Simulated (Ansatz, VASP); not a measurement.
# Pd: VASP beside Ansatz

File INCAR:

```
SYSTEM = Pd
ALGO = Normal
EDIFF = 1E-6
EDIFFG = -0.05
ENCUT = 600
GGA = PE
IBRION = 2
ISIF = 3
ISMEAR = -1
LASPH = .True.
LCHARG = .False.
LREAL = .False.
LWAVE = .False.
NELM = 60
NSW = 80
PREC = Accurate
SIGMA = 0.1
```

KPOINTS

```
k-points
0
Gamma
  14 14 14
  0 0 0
```

The input POSCAR:

```
Pd
1.0
    0.0000000000      1.9465000000      1.9465000000
    1.9465000000      0.0000000000      1.9465000000
    1.9465000000      1.9465000000      0.0000000000
Pd
1
Direct
    0.0000000000      0.0000000000      0.0000000000
```

Input for Ansatz:

```yaml
crystal:
  lattice:
    - [0.0, 1.9465, 1.9465]
    - [1.9465, 0.0, 1.9465]
    - [1.9465, 1.9465, 0.0]
  atoms:
    - { symbol: Pd, position: [0.0, 0.0, 0.0] }
basis:
  ecutwfc: 557.833418042754
kpoints:
  mp_grid:
    grid: [14, 14, 14]
    shift: [0.0, 0.0, 0.0]
hamiltonian:
  xc: pbe
scf:
  occupations:
    method: fermi_dirac
    width: 0.1
relax:
  f_tol: 0.05
  cell: {}
```

Alike in both runs: task relaxation of cell and atoms; functional PBE; k mesh 14 × 14 × 14; occupations fermi-dirac, width 0.1 eV; no spin polarisation.

|  | VASP | Ansatz |
| --- | --- | --- |
| version | VASP 6.6.1 | Ansatz 0.2.0 |
| potentials or method | VASP PAW PBE potentials, release 64 (Pd), cutoff 600 eV | plane waves, PAW |
| valence electrons in the cell | 10 | 18 |

```tsv
	VASP	Ansatz	Ansatz less VASP
relaxed volume (Å³/atom)	15.35	15.37	+0.021
relaxed cell length with the largest relative difference (Å)	2.789	2.791	+0.0012
```

VASP's potentials hold 10 valence electrons a cell and Ansatz's 18, so a difference there can come from the potentials and not from the codes.
